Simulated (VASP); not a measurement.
Runs of VASP 6.6.1 on CaF. The structure is that of space group P4/mmm (No. 123), or close to it. The cells are those of the table. The cell was built from a structure type or drawn by symmetry, and may not be a known phase.

| task | spin | cell | k mesh | gap on the mesh (eV) | pressure (GPa) | moment (μB) | relaxed volume (Å³/atom) |
| --- | --- | --- | --- | --- | --- | --- | --- |
| relaxation of cell and atoms | off | relaxed from a = 3.961, b = 3.961, c = 4.264 Å, 2 atoms | 14 × 14 × 14 | none | 0.0 | - | 34.37 |
| single point | collinear | a = 2.901, b = 2.901, c = 4.419 Å, 2 atoms | 6 × 6 × 4 | none | 7.4 | 0.21 | - |
| single point | off | a = 4.029, b = 4.029, c = 4.265 Å, 2 atoms | 14 × 14 × 14 | none | 0.1 | - | - |
| relaxation of cell and atoms | off | relaxed from a = 2.901, b = 2.901, c = 4.419 Å, 2 atoms | 6 × 6 × 4 | none | 0.0 | - | (b) |
| single point | off | a = 2.901, b = 2.901, c = 4.419 Å, 2 atoms | 6 × 6 × 4 | none | (c) | - | - |
| single point | collinear | a = 3.961, b = 3.961, c = 4.264 Å, 2 atoms | 4 × 4 × 4 | none | 0.3 | (a) | - |
| single point | off | a = 3.961, b = 3.961, c = 4.264 Å, 2 atoms | 6 × 6 × 4 | none | 0.4 | - | - |

Alike in all rows: level PBE; potentials or basis VASP PAW PBE potentials, release 64 (Ca_sv, F); cutoff (eV) 600; smearing gaussian 0.1 eV.

Question: Fill in the values left out.

Answer: (a) 0.00; (b) 28.19; (c) 7.0.

Caveats: some runs use coarse meshes; an odd number of electrons without spin polarisation forces a metal (at least some runs); a magnetic or distorted state may lie lower (at least some runs); the volume moved by over 15 % at a fixed basis, so the end points are rough (at least some runs).

A gap of «none» marks levels without a gap at the run's occupations.
